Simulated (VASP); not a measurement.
**Co: single point with PBE**

Crystal: Co.

```
Co
1.0
     3.84603    0.00000    0.00000
    -1.92301    3.33076    0.00000
     0.00000    0.00000    2.35882
Co
3
Direct
  0.00000 0.00000 0.00000
  0.33333 0.66667 0.50000
  0.66667 0.33333 0.50000
```

```json
{"Program": "VASP 6.6.1", "Task": "single point", "Functional": "PBE", "Potentials or basis": "VASP PAW PBE potentials, release 64 (Co)", "Cutoff": "520 eV", "k mesh": "10 × 10 × 13", "Occupations": "fermi-dirac, width 0.1 eV", "Spin": "collinear spin, ferromagnetic start", "Starting moments": "[1.7, 1.7, 1.7] μB"}
```

```yaml
Pressure: 22.6 GPa
Net_moment: 4.72 μB per cell
Site_moments: Co +1.55, +1.59 μB
Valence_electrons_inside_the_program's_atomic_spheres: Co 8.38, 8.48
```

Stress tensor (GPa, compression positive):
```
22.57  0.00  0.00
 0.00 22.57  0.00
 0.00  0.00 22.69
```

Levels at points of the mesh, in eV from the Fermi level:
Spin up:
```
           k point  band 12  band 13  band 14  band 15  band 16  band 17  band 18  band 19  band 20  band 21
(0.00, 0.00, 0.00)    -2.13    -1.92    -1.92    -0.59    -0.59     6.85     6.85     6.86     6.86     9.80
(0.50, 0.00, 0.00)    -1.06    -1.05    -0.98    -0.88    -0.60    -0.43     0.16     7.48    16.63    16.79
```
Spin down:
| k point | band 9 | band 10 | band 11 | band 12 | band 13 | band 14 |
| --- | --- | --- | --- | --- | --- | --- |
| (0.00, 0.00, 0.00) | -0.88 | -0.88 | -0.21 | -0.21 | -0.19 | -0.19 |
| (0.50, 0.00, 0.00) | -0.95 | -0.08 | -0.07 | 0.15 | 0.59 | 0.95 |

It took 100 s on 1 thread of Intel(R) Xeon(R) Platinum 8488C (Sapphire Rapids), with other jobs on the host, peak memory 0.22 GiB.
